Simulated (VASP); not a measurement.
Here is a VASP 6.6.1 calculation.

File INCAR:

```
  ALGO = Normal
  EDIFF = 1E-6
  ENCUT = 520
  GGA = PS
  ISIF = 2
  ISMEAR = 0
  LASPH = True
  LCHARG = False
  LREAL = False
  LWAVE = False
  NBANDS = 16
  NELM = 80
  PREC = Accurate
  SIGMA = 0.05
```

File KPOINTS:

```
k-points
0
Gamma
  9 9 6
```

File POSCAR:

```
AlN
1.0
    3.3212000000      0.0000000000      0.0000000000
   -1.6606000000      2.8762435710      0.0000000000
    0.0000000000      0.0000000000      4.1400037194
Al N
2 2
Direct
    0.3333333333      0.6666666667      0.7500000000
    0.6666666667      0.3333333333      0.2500000000
    0.3333333333      0.6666666667      0.2500000000
    0.6666666667      0.3333333333      0.7500000000
```

Potentials or basis: VASP PAW PBE potentials, release 64 (Al, N).

Run with:

```sh
$ cat potpaw_PBE.64/Al/POTCAR potpaw_PBE.64/N/POTCAR > POTCAR
$ mpirun -np 1 vasp_std > vasp.out
```

Q: Estimate the pressure.

A: -2.6 GPa.

Q: Estimate the band gap on the k mesh.

A: 3.27 eV, direct.

Stress tensor (GPa, compression positive):
```
-3.16  0.00  0.00
 0.00 -3.16  0.00
 0.00  0.00 -1.60
```

Caveat: the PAW data sets were made with another functional, which shifts forces and pressure a little. Expect the measured gap to be larger: semilocal functionals such as PBEsol lack the derivative discontinuity.
